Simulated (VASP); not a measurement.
# Sn3C (Pm-3m) in VASP: notebook, part 2 of 2

VASP 6.6.1. Earlier steps stand in the parts before.

### 6 Relaxation of cell and atoms, PBE

Contents of INCAR:

```
  PREC = Accurate
  ENCUT = 600
  EDIFF = 1E-6
  ISMEAR = 0
  SIGMA = 0.1
  LREAL = F
  LASPH = T
  NELM = 100
  ALGO = Normal
  ISIF = 3
  LWAVE = F
  LCHARG = F
  GGA = PE
  IBRION = 2
  NSW = 100
  EDIFFG = -0.01
```

Contents of KPOINTS:

```
Automatic mesh
0
Gamma
  10 10 10
```

Contents of POSCAR:

```
Sn3C
1.0
    4.4987336458      0.0000000000      0.0000000000
    0.0000000000      4.4987336458      0.0000000000
    0.0000000000      0.0000000000      4.4987336458
Sn C
3 1
Direct
    0.0000000000      0.5000000000      0.5000000000
    0.5000000000      0.0000000000      0.5000000000
    0.5000000000      0.5000000000      0.0000000000
    0.0000000000      0.0000000000      0.0000000000
```

Potentials or basis: VASP PAW PBE potentials, release 64 (Sn_d, C).

Started as:

```
$ cat potpaw_PBE.64/Sn_d/POTCAR potpaw_PBE.64/C/POTCAR > POTCAR
$ mpirun -np 1 vasp_std > vasp.out
```

OUTCAR:

```text
PREC = Accurate
   ENCUT = 600
   EDIFF = 1E-6
   ISMEAR = 0
   LREAL = F
   LASPH = T
   NELM = 100
   ISIF = 3
   GGA = PE
   IBRION = 2
   NSW = 100
   EDIFFG = -0.01

 ion  position               nearest neighbor table
   1  0.000  0.500  0.500-   2 3.18   3 3.18   3 3.18   2 3.18   2 3.18   3 3.18   3 3.18   2 3.18

   2  0.500  0.000  0.500-   1 3.18   3 3.18   3 3.18   1 3.18   3 3.18   3 3.18   1 3.18   1 3.18

   3  0.500  0.500  0.000-   1 3.18   2 3.18   1 3.18   2 3.18   2 3.18   2 3.18   1 3.18   1 3.18

   4  0.000  0.000  0.000-

  LATTYP: Found a simple cubic cell.
 ALAT       =     4.4987336458

  Lattice vectors:

 A1 = (   4.4987336458,   0.0000000000,   0.0000000000)
 A2 = (   0.0000000000,   4.4987336458,   0.0000000000)
[... 257 lines left out ...]

 number of electron      45.9999986 magnetization

 Free energy of the ion-electron system (eV)
  ---------------------------------------------------
  ext. energy  EPLUGINS =         0.00000000
  ---------------------------------------------------
  free energy    TOTEN  =       -15.38014715 eV

  energy without entropy =      -15.36718763  energy(sigma->0) =      -15.37366739

 E-fermi :   7.7687     XC(G=0): -10.5515

 val. band max:        7.7437146678   @ k =   0.5000   0.5000   0.1000
 cond. band min:       7.7732265088   @ k =   0.3000   0.1000   0.1000
 fundamental gap:      0.0295118410
 Fermi energy:         7.7687419568

 k-point     1 :       0.0000    0.0000    0.0000
  band No.  band energies     occupation
      1     -14.0184      2.00000
      2     -14.0184      2.00000
      3     -14.0184      2.00000
      4     -13.9819      2.00000
      5     -13.8845      2.00000
      6     -13.8845      2.00000
[... 709 lines left out ...]
     26       9.5002      0.00000
     27       9.9028      0.00000

 [... further k-points ...]
[... 5 lines left out ...]
  --------------------------------------------------------------------------------------
  -------------------------------------------------------------------------------------
  Total        0.0016519      0.0016519      0.0016519     -0.0000000      0.0000000      0.0000000
  in kB        0.0296329      0.0296329      0.0296329     -0.0000000      0.0000000      0.0000000
  external PRESSURE =       0.0296329 kB  Pullay stress =       0.0000000 kB
[... 19 lines left out ...]
  FREE ENERGIE OF THE ION-ELECTRON SYSTEM (eV)
  ---------------------------------------------------
  free  energy   TOTEN  =       -15.3801471499 eV

  energy  without entropy=      -15.3671876305  energy(sigma->0) =      -15.37366739

 reached required accuracy - stopping structural energy minimisation
```

OSZICAR:

```text
N       E                     dE             d eps       ncg     rms          rms(c)
DAV:   1     0.421618824666E+03    0.42162E+03   -0.26002E+04  3030   0.286E+03
[... 25 lines left out ...]
DAV:   1    -0.153854409128E+02   -0.54909E-02   -0.12588E-01  3700   0.517E+00    0.396E-01
DAV:   2    -0.153812054763E+02    0.42354E-02   -0.78388E-03  3664   0.130E+00    0.176E-01
DAV:   3    -0.153802207419E+02    0.98473E-03   -0.33671E-03  3799   0.802E-01    0.288E-02
DAV:   4    -0.153801938840E+02    0.26858E-04   -0.84958E-05  3175   0.821E-02    0.169E-02
DAV:   5    -0.153801529199E+02    0.40964E-04   -0.41995E-05  3653   0.641E-02    0.585E-03
DAV:   6    -0.153801494211E+02    0.34988E-05   -0.15519E-06  2218   0.809E-03    0.335E-03
DAV:   7    -0.153801469928E+02    0.24283E-05   -0.14435E-06  2042   0.855E-03    0.957E-04
DAV:   8    -0.153801471499E+02   -0.15716E-06   -0.18055E-07  1545   0.407E-03
   3 F= -.15380147E+02 E0= -.15373667E+02  d E =-.590822E-02
```

Run time: 6.2 min. Hardware: 1 thread of Intel Xeon 8259CL, shared host; peak memory 0.31 GiB.

Results:

| Quantity | Value |
| --- | --- |
| Free energy | -15.3801 eV |
| Relaxed volume | 22.33 Å³/atom |
| Relaxed cell | a = 4.470 Å, b = 4.470 Å, c = 4.470 Å, α = 90.00°, β = 90.00°, γ = 90.00° |
| Space group after relaxing (to 0.1 Å) | Pm-3m (No. 221) |
| Energy gained by relaxing | 1.5 meV/atom |
| Ionic steps | 3 |
| Pressure after relaxing | 0.0 GPa |
| Band gap on the k mesh | zero (bands 23 and 24 overlap by 1.44 eV) |

Step by step:
```
step  energy change (eV)  largest force (eV/Å)  pressure (GPa)  volume (Å³)
   1              0.0000                0.0000           -1.10        91.05
   2             -0.0057                0.0000            0.19        89.01
   3             -0.0059                0.0000            0.00        89.31
```

Final structure:
```
Sn C
1.0
     4.46996    0.00000    0.00000
     0.00000    4.46996    0.00000
     0.00000    0.00000    4.46996
Sn C
3 1
Direct
  0.00000 0.50000 0.50000
  0.50000 0.00000 0.50000
  0.50000 0.50000 0.00000
  0.00000 0.00000 0.00000
```

Levels at points of the mesh, in eV from the Fermi level:
| k point | band 20 | band 21 | band 22 | band 23 | band 24 | band 25 | band 26 | band 27 |
| --- | --- | --- | --- | --- | --- | --- | --- | --- |
| (0.00, 0.00, 0.00) | -3.57 | -3.57 | -3.57 | 0.90 | 0.90 | 0.90 | 3.35 | 3.35 |
| (0.50, 0.00, 0.00) | -1.65 | -1.65 | -1.60 | -1.60 | -0.54 | 0.69 | 2.80 | 3.00 |
| (0.50, 0.50, 0.00) | -1.89 | -0.57 | -0.34 | -0.34 | -0.11 | 0.30 | 0.87 | 0.87 |
| (0.50, 0.50, 0.50) | -5.50 | -4.38 | -4.38 | -4.38 | 2.68 | 2.68 | 2.68 | 7.28 |

Caveat: spin-orbit coupling is left out, which moves the levels of the heavy elements.

### 7 Summary

| task | cell | k mesh | cutoff (eV) | gap on the mesh (eV) | pressure (GPa) | relaxed volume (Å³/atom) |
| --- | --- | --- | --- | --- | --- | --- |
| single point | a = 4.499 Å, 4 atoms | 4 × 4 × 4 | 520 | none | -0.1 | - |
| single point | a = 4.931 Å, 4 atoms | 4 × 4 × 4 | 520 | none | -8.9 | - |
| single point | a = 4.471 Å, 4 atoms | 10 × 10 × 10 | 520 | none | -0.1 | - |
| relaxation of cell and atoms | relaxed from a = 4.931 Å, 4 atoms | 4 × 4 × 4 | 600 | none | -0.1 | 22.76 |
| relaxation of cell and atoms | relaxed from a = 4.499 Å, 4 atoms | 10 × 10 × 10 | 600 | none | 0.0 | 22.33 |

Alike in all rows: level PBE; potentials or basis VASP PAW PBE potentials, release 64 (Sn_d, C); no spin polarisation; smearing gaussian 0.1 eV.

Caveats: spin-orbit coupling is left out, which moves the levels of the heavy elements; the cell stands under tension (at least some runs); the volume moved by over 15 % at a fixed basis, so the end points are rough (at least some runs).

Total energies depend on the potentials used, so only differences within one code and one set of settings carry meaning.
